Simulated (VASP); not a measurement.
TiAl, 2 atoms in the cell. It takes space group P-6m2 (No. 187, hexagonal). Conventional cell: a = 2.978 Å, b = 2.978 Å, c = 4.858 Å, α = 90.00°, β = 90.00°, γ = 120.00°. Within 3.9 Å of Ti (site symmetry -6m2) lie 6 Al at 2.98 Å and 6 Ti at 2.98 Å. Within 3.9 Å of Al (site symmetry -6m2) lie 6 Ti at 2.98 Å and 6 Al at 2.98 Å. 

| Property | Result |
| --- | --- |
| Program | VASP 6.6.1 |
| Task | single point |
| Functional | r2SCAN |
| Potentials or basis | VASP PAW PBE potentials, release 64 (Ti_sv, Al) |
| Cutoff | 520 eV |
| k mesh | 12 × 12 × 6 |
| Occupations | fermi-dirac, width 0.15 eV |
| Spin | no spin polarisation |
| Dipole correction | no |
| Further INCAR settings | ALGO = Normal; EDIFF = 1e-06; NBANDS = 14 |

Potentials or basis: VASP PAW PBE potentials, release 64 (Ti_sv, Al).

Command:

```bash
$ cat potpaw_PBE.64/Ti_sv/POTCAR potpaw_PBE.64/Al/POTCAR > POTCAR
$ cp INCAR.step1 INCAR
$ mpirun -np 1 vasp_std > vasp.out
$ cp INCAR.step2 INCAR
$ mpirun -np 1 vasp_std > vasp.out
```

Hardware: 1 thread of Intel(R) Xeon(R) Platinum 8124M CPU @ 3.00GHz (Skylake/Cascade Lake), on a shared host.

Task: How long does it take, and how much memory?

Result: Wall time 2.2 min on 1 thread of Intel(R) Xeon(R) Platinum 8124M CPU @ 3.00GHz (Skylake/Cascade Lake), with other jobs on the host, peak memory 0.19 GiB. Counts: k points 76.
